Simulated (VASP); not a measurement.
# WI6 (Fm-3m) in VASP: notebook

WI6 is run at these levels: PBE; tasks: single point.

Program: VASP 6.6.1. These are calculated values, not measurements. Logs are shortened: lines on timing, memory, paths and dates and some standing lists are left out, and cuts for length are marked.

### 1 The cell of the first run

The structure is cubic, space group Fm-3m (No. 225). Conventional cell: a = 11.424 Å, b = 11.424 Å, c = 11.424 Å, α = 90.00°, β = 90.00°, γ = 90.00°. W (site symmetry m-3m) has 6 I at 2.86 Å within 3.8 Å. Within 3.8 Å of I (site symmetry 4mm) lie 1 W at 2.86 Å.

### 2 Single point, PBE (atoms taken out)

File INCAR:

```
PREC = Accurate
ENCUT = 520
EDIFF = 1E-6
ISMEAR = 0
SIGMA = 0.1
LREAL = False
LASPH = True
NELM = 80
ALGO = Normal
ISIF = 2
LWAVE = False
LCHARG = True
GGA = PE
LELF = True
LVHAR = True
NBANDS = 37
```

File KPOINTS:

```
regular mesh
0
Gamma
  4 4 4
```

File POSCAR:

```
WI6
1.0
    0.0000000000      5.7120000000      5.7120000000
    5.7120000000      0.0000000000      5.7120000000
    5.7120000000      5.7120000000      0.0000000000
W I
1 6
Direct
    0.0000000000      0.0000000000      0.0000000000
    0.7500000000      0.2500000000      0.2500000000
    0.2500000000      0.7500000000      0.7500000000
    0.2500000000      0.7500000000      0.2500000000
    0.7500000000      0.2500000000      0.7500000000
    0.2500000000      0.2500000000      0.7500000000
    0.7500000000      0.7500000000      0.2500000000
```

Potentials or basis: VASP PAW PBE potentials, release 64 (W_sv, I).

Started as:

```sh
> cat potpaw_PBE.64/W_sv/POTCAR potpaw_PBE.64/I/POTCAR > POTCAR
> mpirun -np 1 vasp_std > vasp.out
```

OUTCAR:

```text
PREC = Accurate
   ENCUT = 520
   EDIFF = 1E-6
   ISMEAR = 0
   LREAL = False
   LASPH = True
   NELM = 80
   ISIF = 2
   GGA = PE

 ion  position               nearest neighbor table
   1  0.000  0.000  0.000-   2 2.86   3 2.86   4 2.86   5 2.86   6 2.86   7 2.86
   2  0.750  0.250  0.250-   1 2.86
   3  0.250  0.750  0.750-   1 2.86
   4  0.250  0.750  0.250-   1 2.86
   5  0.750  0.250  0.750-   1 2.86
   6  0.250  0.250  0.750-   1 2.86
   7  0.750  0.750  0.250-   1 2.86

  LATTYP: Found a face centered cubic cell.
 ALAT       =    11.4240000000

  Lattice vectors:

 A1 = (   0.0000000000,   5.7120000000,   5.7120000000)
 A2 = (   5.7120000000,   0.0000000000,   5.7120000000)
 A3 = (   5.7120000000,   5.7120000000,   0.0000000000)

Analysis of symmetry for initial positions (statically):
=====================================================================
 Subroutine PRICEL returns:
 Original cell was already a primitive cell.

 Routine SETGRP: Setting up the symmetry group for a
 face centered cubic supercell.

 Subroutine GETGRP returns: Found 48 space group operations
 (whereof 48 operations were pure point group operations)
 out of a pool of 48 trial point group operations.

The static configuration has the point symmetry O_h .

Analysis of symmetry for dynamics (positions and initial velocities):
=====================================================================
 Subroutine PRICEL returns:
 Original cell was already a primitive cell.

 Routine SETGRP: Setting up the symmetry group for a
 face centered cubic supercell.

 Subroutine GETGRP returns: Found 48 space group operations
 (whereof 48 operations were pure point group operations)
 out of a pool of 48 trial point group operations.

The dynamic configuration has the point symmetry O_h .

 Subroutine INISYM returns: Found 48 space group operations
 (whereof 48 operations are pure point group operations),
 and found     1 'primitive' translations

----------------------------------------------------------------------------------------

                                     Primitive cell

  volume of cell :     372.7302

  direct lattice vectors                    reciprocal lattice vectors
     0.000000000  5.712000000  5.712000000    -0.087535014  0.087535014  0.087535014
     5.712000000  0.000000000  5.712000000     0.087535014 -0.087535014  0.087535014
     5.712000000  5.712000000  0.000000000     0.087535014  0.087535014 -0.087535014

  length of vectors
     8.077987868  8.077987868  8.077987868     0.151615092  0.151615092  0.151615092

  position of ions in fractional coordinates (direct lattice)
     0.000000000  0.000000000  0.000000000
     0.750000000  0.250000000  0.250000000
     0.250000000  0.750000000  0.750000000
     0.250000000  0.750000000  0.250000000
     0.750000000  0.250000000  0.750000000
     0.250000000  0.250000000  0.750000000
     0.750000000  0.750000000  0.250000000

  ion indices of the primitive-cell ions
   primitive index   ion index
                 1           1
                 2           2
                 3           3
                 4           4
                 5           5
                 6           6
                 7           7

----------------------------------------------------------------------------------------

 KPOINTS: regular mesh

Automatic generation of k-mesh.
 Grid dimensions read from file:
 generate k-points for:    4    4    4

 Generating k-lattice:

  Cartesian coordinates                     Fractional coordinates (reciprocal lattice)
    -0.021883754  0.021883754  0.021883754     0.250000000  0.000000000  0.000000000
     0.021883754 -0.021883754  0.021883754     0.000000000  0.250000000  0.000000000
     0.021883754  0.021883754 -0.021883754     0.000000000  0.000000000  0.250000000

  Length of vectors
     0.037903773  0.037903773  0.037903773

  Shift w.r.t. Gamma in fractional coordinates (k-lattice)
     0.000000000  0.000000000  0.000000000

 Subroutine IBZKPT returns following result:
 ===========================================

 Found      8 irreducible k-points:

 Following reciprocal coordinates:
            Coordinates               Weight
  0.000000  0.000000  0.000000      1.000000
  0.250000  0.000000  0.000000      8.000000
  0.500000  0.000000  0.000000      4.000000
  0.250000  0.250000  0.000000      6.000000
  0.500000  0.250000  0.000000     24.000000
 -0.250000  0.250000  0.000000     12.000000
  0.500000  0.500000  0.000000      3.000000
 -0.250000  0.500000  0.250000      6.000000
   k-points           NKPTS =      8   k-points in BZ     NKDIM =      8   number of bands    NBANDS=     37
   number of dos      NEDOS =    301   number of ions     NIONS =      7
   total plane-waves  NPLWV = 216000
   dimension x,y,z NGX =    60 NGY =   60 NGZ =   60
   dimension x,y,z NGXF=   120 NGYF=  120 NGZF=  120
   ions per type =               1   6
   NGX,Y,Z   is equivalent  to a cutoff of  12.35, 12.35, 12.35 a.u.
   NGXF,Y,Z  is equivalent  to a cutoff of  24.70, 24.70, 24.70 a.u.
 SYSTEM =  unknown system
   PREC   = accura    normal or accurate (medium, high low for compatibility)
   ISTART =      0    job   : 0-new  1-cont  2-samecut
   ICHARG =      2    charge: 1-file 2-atom 10-const
   ISPIN  =      1    spin polarized calculation?
   LNONCOLLINEAR =      F non collinear calculations
   LSORBIT =      F    spin-orbit coupling
   LASPH  =      T    aspherical Exc in radial PAW
   ENCUT  =  520.0 eV  38.22 Ry    6.18 a.u.  15.02 15.02 15.02*2*pi/ulx,y,z
   NELM   =     80;   NELMIN=  2; NELMDL= -5     # of ELM steps
   EDIFF  = 0.1E-05   stopping-criterion for ELM
   LREAL  =      F    real-space projection
   EDIFFG = 0.1E-04   stopping-criterion for IOM
   NSW    =      0    number of steps for IOM
   IBRION =     -1    ionic relax: 0-MD 1-quasi-New 2-CG
   NFREE  =      0    steps in history (QN), initial steepest desc. (CG)
   ISIF   =      2    stress and relaxation
   ISYM   =      2    0-nonsym 1-usesym 2-fastsym
   POTIM  = 0.5000    time-step for ionic-motion
   TEBEG  =    0.0;   TEEND  =   0.0 temperature during run
   PSTRESS=    0.0 pullay stress
   NELECT =      56.0000    total number of electrons
   NUPDOWN=      -1.0000    fix difference up-down
   EMIN   =  10.00;   EMAX   =-10.00  energy-range for DOS
   EFERMI =   0.00;   METHOD = LEGACY
   ISMEAR =     0;   SIGMA  =   0.10  broadening in eV -4-tet -1-fermi 0-gaus
   EFERMI_NEDOS =   21; number of points for ismear=-14 and -15
   IALGO  =     38    algorithm
   IMIX   =      4    mixing-type and parameters
     AMIX     =   0.40;   BMIX     =  1.00
     AMIX_MAG =   1.60;   BMIX_MAG =  1.00
  volume/ion in A,a.u.               =      53.25       359.33
  Fermi-wavevector in a.u.,A,eV,Ry     =   0.870307  1.644642 10.305527  0.757435
  Thomas-Fermi vector in A             =   1.989254
   LORBIT       =      0    0 simple, 1 ext, 2 COOP (PROOUT), +10 PAW based schemes
   GGA     = PE    functional components
   LHFCALC =     F    Hartree Fock is set to
   AEXX    =    0.0000 exact exchange contribution
   IVDW    =     0    specifies the selected vdW correction
   LEPSILON=     F    determine dielectric tensor
   LRPA    =     F    only Hartree local field effects (RPA)
 non-spin polarized calculation
 Gauss-broadening in eV      SIGMA  =   0.10
  energy-cutoff  :      520.00
  volume of cell :      372.73
 maximum number of plane-waves:     10086
   NGX = 31   NGY = 31   NGZ = 31

 number of electron      56.0000003 magnetization

 Free energy of the ion-electron system (eV)
  ---------------------------------------------------
  ext. energy  EPLUGINS =         0.00000000
  ---------------------------------------------------
  free energy    TOTEN  =       -21.50626191 eV

  energy without entropy =      -21.48299449  energy(sigma->0) =      -21.49462820

 E-fermi :   0.5513     XC(G=0):  -6.8700

 val. band max:        0.5474735492   @ k =   0.0000   0.0000   0.0000
 cond. band min:       0.5552120434   @ k =   0.5000   0.5000   0.0000
 fundamental gap:      0.0077384943
 Fermi energy:         0.5513058549

 k-point     1 :       0.0000    0.0000    0.0000
  band No.  band energies     occupation
      1     -75.0756      2.00000
      2     -39.0888      2.00000
      3     -39.0888      2.00000
      4     -39.0888      2.00000
      5     -11.7057      2.00000
      6     -11.0642      2.00000
[... 29 lines left out ...]
     36       5.6110      0.00000
     37       6.5098      0.00000

 k-point     2 :       0.2500    0.0000    0.0000
  band No.  band energies     occupation
      1     -75.0756      2.00000
      2     -39.0888      2.00000
      3     -39.0888      2.00000
      4     -39.0888      2.00000
      5     -11.6352      2.00000
      6     -11.1579      2.00000
[... 29 lines left out ...]
     36       5.9504      0.00000
     37       6.3768      0.00000

 k-point     3 :       0.5000    0.0000    0.0000
  band No.  band energies     occupation
      1     -75.0756      2.00000
      2     -39.0888      2.00000
      3     -39.0888      2.00000
      4     -39.0888      2.00000
      5     -11.5170      2.00000
      6     -11.2988      2.00000
[... 29 lines left out ...]
     36       6.5491      0.00000
     37       6.6369      0.00000

 k-point     4 :       0.2500    0.2500    0.0000
  band No.  band energies     occupation
      1     -75.0756      2.00000
      2     -39.0888      2.00000
      3     -39.0888      2.00000
      4     -39.0888      2.00000
      5     -11.6153      2.00000
      6     -11.1262      2.00000
[... 29 lines left out ...]
     36       6.0765      0.00000
     37       6.9525      0.00000

 k-point     5 :       0.5000    0.2500    0.0000
  band No.  band energies     occupation
      1     -75.0756      2.00000
      2     -39.0888      2.00000
      3     -39.0888      2.00000
      4     -39.0888      2.00000
      5     -11.5044      2.00000
      6     -11.2528      2.00000
[... 29 lines left out ...]
     36       6.7054      0.00000
     37       6.8963      0.00000

 k-point     6 :      -0.2500    0.2500    0.0000
  band No.  band energies     occupation
      1     -75.0756      2.00000
      2     -39.0888      2.00000
      3     -39.0888      2.00000
      4     -39.0888      2.00000
      5     -11.5396      2.00000
      6     -11.2387      2.00000
[... 29 lines left out ...]
     36       6.4743      0.00000
     37       6.7430      0.00000

 k-point     7 :       0.5000    0.5000    0.0000
  band No.  band energies     occupation
      1     -75.0756      2.00000
      2     -39.0888      2.00000
      3     -39.0888      2.00000
      4     -39.0888      2.00000
      5     -11.4893      2.00000
      6     -11.1799      2.00000
[... 29 lines left out ...]
     36       6.9973      0.00000
     37       7.2556      0.00000

 k-point     8 :      -0.2500    0.5000    0.2500
  band No.  band energies     occupation
      1     -75.0756      2.00000
      2     -39.0888      2.00000
      3     -39.0888      2.00000
      4     -39.0888      2.00000
      5     -11.4599      2.00000
      6     -11.2693      2.00000
[... 29 lines left out ...]
     36       7.1538      0.00000
     37       7.2193      0.00000

------------------------ aborting loop because EDIFF is reached ----------------------------------------

  FORCE on cell =-STRESS in cart. coord.  units (eV):
  Direction    XX          YY          ZZ          XY          YZ          ZX
  --------------------------------------------------------------------------------------
  -------------------------------------------------------------------------------------
  Total       -6.9326998     -6.9326998     -6.9326998      0.0000000     -0.0000000      0.0000000
  in kB      -29.8001456    -29.8001456    -29.8001456      0.0000000     -0.0000000      0.0000000
  external PRESSURE =     -29.8001456 kB  Pullay stress =       0.0000000 kB

 VOLUME and BASIS-vectors are now :
 -----------------------------------------------------------------------------
  energy-cutoff  :      520.00
  volume of cell :      372.73
      direct lattice vectors                 reciprocal lattice vectors
     0.000000000  5.712000000  5.712000000    -0.087535014  0.087535014  0.087535014
     5.712000000  0.000000000  5.712000000     0.087535014 -0.087535014  0.087535014
     5.712000000  5.712000000  0.000000000     0.087535014  0.087535014 -0.087535014

 POSITION                                       TOTAL-FORCE (eV/Angst)
 -----------------------------------------------------------------------------------
      0.00000      0.00000      0.00000        -0.000000      0.000000      0.000000
      2.85600      5.71200      5.71200        -1.332337      0.000000      0.000000
      8.56800      5.71200      5.71200         1.332337      0.000000      0.000000
      5.71200      2.85600      5.71200         0.000000     -1.332337      0.000000
      5.71200      8.56800      5.71200         0.000000      1.332337      0.000000
      5.71200      5.71200      2.85600         0.000000      0.000000     -1.332337
      5.71200      5.71200      8.56800         0.000000      0.000000      1.332337
 -----------------------------------------------------------------------------------
    total drift:                               -0.000000     -0.000000     -0.000000

  FREE ENERGIE OF THE ION-ELECTRON SYSTEM (eV)
  ---------------------------------------------------
  free  energy   TOTEN  =       -21.5062619108 eV

  energy  without entropy=      -21.4829944861  energy(sigma->0) =      -21.49462820
```

Wall time 7 min (1 thread of Oxide Virtual Turin-like, shared host); peak memory 0.49 GiB.

What came out:

| Property | Result |
| --- | --- |
| Free energy | -21.5063 eV |
| Pressure | -3.0 GPa |

Caveat: the cell differs from its parent crystal (atoms taken out); spin-orbit coupling is left out, which moves the levels of the heavy elements.

### 3 Single point, PBE (atoms taken out)

File INCAR:

```
SYSTEM = WI6
PREC     = Accurate       ! precision mode
ENCUT    = 520            ! plane-wave cutoff, eV
EDIFF    = 1E-7           ! SCF threshold, eV
ISMEAR   = 0              ! smearing method
SIGMA    = 0.1            ! smearing width, eV
LREAL    = .FALSE.        ! projectors in reciprocal space
LASPH    = .TRUE.         ! aspherical terms in the spheres
NELM     = 100            ! most SCF steps
ALGO     = Normal         ! electronic algorithm
ISIF     = 2              ! what is computed and relaxed
LWAVE    = .FALSE.        ! write WAVECAR
LCHARG   = .FALSE.        ! write CHGCAR
GGA      = PE             ! functional
NBANDS   = 37             ! bands
```

File KPOINTS:

```
Automatic mesh
0
G
  4 4 4
  0 0 0
```

File POSCAR:

```
WI6
1.0
    0.0000000000      5.7502308610      5.7502308610
    5.7502308610      0.0000000000      5.7502308610
    5.7502308610      5.7502308610      0.0000000000
W I
1 6
Direct
    0.0000000000      0.0000000000      0.0000000000
    0.7642497830      0.2357502170      0.2357502170
    0.2357502170      0.7642497830      0.7642497830
    0.2357502170      0.7642497830      0.2357502170
    0.7642497830      0.2357502170      0.7642497830
    0.2357502170      0.2357502170      0.7642497830
    0.7642497830      0.7642497830      0.2357502170
```

Potentials or basis: VASP PAW PBE potentials, release 64 (W_sv, I).

Started as:

```sh
> cat potpaw_PBE.64/W_sv/POTCAR potpaw_PBE.64/I/POTCAR > POTCAR
> mpirun -np 1 vasp_std > vasp.out
```

Run time: 5.8 min. Hardware: 1 thread of Oxide Virtual Turin-like, shared host; peak memory 0.48 GiB.

The run converged. Its results:

```
Free energy            : -22.1587 eV
Pressure               : 0.0 GPa
Largest force          : 0.015 eV/Å
Band gap on the k mesh : 0.16 eV (least direct gap 0.17 eV)
```

Forces in eV/Å, atoms in the order of the input:
```
W    0.000  0.000  0.000
I   -0.015  0.000  0.000
I    0.015  0.000  0.000
I    0.000 -0.015  0.000
I    0.000  0.015  0.000
I    0.000  0.000 -0.015
I    0.000  0.000  0.015
```

Levels at points of the mesh, in eV from the valence-band top:
| k point | band 25 | band 26 | band 27 | band 28 | band 29 | band 30 | band 31 | band 32 |
| --- | --- | --- | --- | --- | --- | --- | --- | --- |
| (0.00, 0.00, 0.00) | -0.45 | 0.00 | 0.00 | 0.00 | 0.18 | 0.18 | 0.18 | 3.38 |
| (0.50, 0.00, 0.00) | -0.47 | -0.46 | -0.46 | -0.30 | 0.36 | 0.47 | 0.47 | 2.99 |
| (0.50, 0.50, 0.00) | -0.80 | -0.61 | -0.61 | -0.01 | 0.16 | 0.74 | 0.74 | 2.18 |

Caveat: the cell differs from its parent crystal (atoms taken out); spin-orbit coupling is left out, which moves the levels of the heavy elements.
